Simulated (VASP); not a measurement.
Wanted: the native input for a VASP 6.6.1 run.

```
Task                   : single point
Functional             : BLYP
Potentials or basis    : VASP PAW PBE potentials, release 64 (Cr_pv)
Cutoff                 : 520 eV
k mesh                 : 12 × 12 × 12
Occupations            : fermi-dirac, width 0.1 eV
Spin                   : no spin polarisation
Dipole correction      : no
Further INCAR settings : ALGO = Normal; EDIFF = 1e-06; NBANDS = 19
```

The structure of Cr lies in POSCAR:

```
Cr
1.0
    0.0000000000      2.6881953909      2.6881953909
    2.6881953909      0.0000000000      2.6881953909
    2.6881953909      2.6881953909      0.0000000000
Cr
2
Direct
    0.1250000000      0.1250000000      0.1250000000
    0.8750000000      0.8750000000      0.8750000000
```

This cell differs from its parent crystal: volume scaled by 1.12.

The input as run:

INCAR

```
SYSTEM = Cr
AGGAC = 1.0 ; AGGAX = 1.0
ALDAC = 0.0 ; ALDAX = 1.0
ALGO = Normal ; EDIFF = 1E-6
ENCUT = 520 ; GGA = B5
ISIF = 2 ; ISMEAR = -1
LASPH = .True. ; LCHARG = .True.
LELF = .True. ; LREAL = .False.
LVHAR = .True. ; LWAVE = .False.
NBANDS = 19 ; NELM = 60
PREC = Accurate ; SIGMA = 0.1
```

KPOINTS

```
k-points
0
Gamma
  12 12 12
  0 0 0
```

Potentials or basis: VASP PAW PBE potentials, release 64 (Cr_pv).

Command:

```bash
$ cat potpaw_PBE.64/Cr_pv/POTCAR > POTCAR
$ mpirun -np 1 vasp_std > vasp.out
```

Results of the run:

```json
{
  "Pressure": "-8.3 GPa",
  "Band gap on the k mesh": "zero (band 12 reaches 5.42 eV, above the bottom of band 13 at 5.04 eV)"
}
```

Caveat: the PAW data sets were made with another functional, which shifts forces and pressure a little; the run has no spin polarisation, though such a crystal can be magnetic.

Run time: 27 s on 1 thread of Intel(R) Xeon(R) 6975P-C (Granite Rapids) (shared host), peak memory 0.18 GiB.
